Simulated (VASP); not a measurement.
Write the native input for VASP 6.6.1 that does the following.

```
Task                   : single point
Functional             : PBE
Dispersion             : D3(BJ)
Potentials or basis    : VASP PAW PBE potentials, release 64 (S, Zr_sv, H)
Cutoff                 : 400 eV
k mesh                 : 6 × 6 × 1
Occupations            : gaussian, width 0.05 eV
Spin                   : no spin polarisation
Dipole correction      : yes
Further INCAR settings : ALGO = Normal; EDIFF = 1e-06; NBANDS = 62; NELMDL = -8
```

The structure of Zr2HS4 lies in POSCAR:

```
Zr2HS4
1.0
    7.2976778227      0.0000000000      0.0000000000
   -3.6488389114      6.3199743831      0.0000000000
    0.0000000000      0.0000000000     20.9171506047
S Zr H
8 4 2
Direct
    0.3333333333      0.1666666667      0.1912306354
    0.3333333333      0.6666666667      0.1912306354
    0.8333333333      0.1666666667      0.1912306354
    0.8333333333      0.6666666667      0.1912306354
    0.1666666667      0.3333333333      0.3306927762
    0.1666666667      0.8333333333      0.3306927762
    0.6666666667      0.3333333333      0.3306927762
    0.6666666667      0.8333333333      0.3306927762
    0.0000000000      0.0000000000      0.2609617058
    0.0000000000      0.5000000000      0.2609617058
    0.5000000000      0.0000000000      0.2609617058
    0.5000000000      0.5000000000      0.2609617058
    0.2601922141      0.7398077859      0.3522062227
    0.4064744526      0.5935255474      0.3522062227
```

The input as run:

INCAR

```
ALGO = Normal
DIPOL = 0.5 0.5 0.274
EDIFF = 1E-6
ENCUT = 400
GGA = PE
GGA_COMPAT = False
IDIPOL = 3
ISIF = 2
ISMEAR = 0
IVDW = 12
LASPH = True
LCHARG = True
LDIPOL = True
LELF = True
LREAL = False
LVACPOTAV = True
LVHAR = True
LWAVE = False
NBANDS = 62
NELM = 120
NELMDL = -8
PREC = Accurate
SIGMA = 0.05
```

KPOINTS

```
k-points
0
Gamma
  6 6 1
```

Potentials or basis: VASP PAW PBE potentials, release 64 (S, Zr_sv, H).

The run is started by

```console
$ cat potpaw_PBE.64/S/POTCAR potpaw_PBE.64/Zr_sv/POTCAR potpaw_PBE.64/H/POTCAR > POTCAR
$ mpirun -np 1 vasp_std > vasp.out
```

Results of the run:

- Largest force: 2.946 eV/Å
- Band gap on the k mesh: zero (bands 49 and 50 overlap by 0.41 eV)
- Dispersion energy per atom: -0.224 eV

It took 28 min on 1 thread of Intel(R) Xeon(R) Platinum 8375C CPU @ 2.90GHz (Ice Lake), on a shared host, peak memory 0.91 GiB.
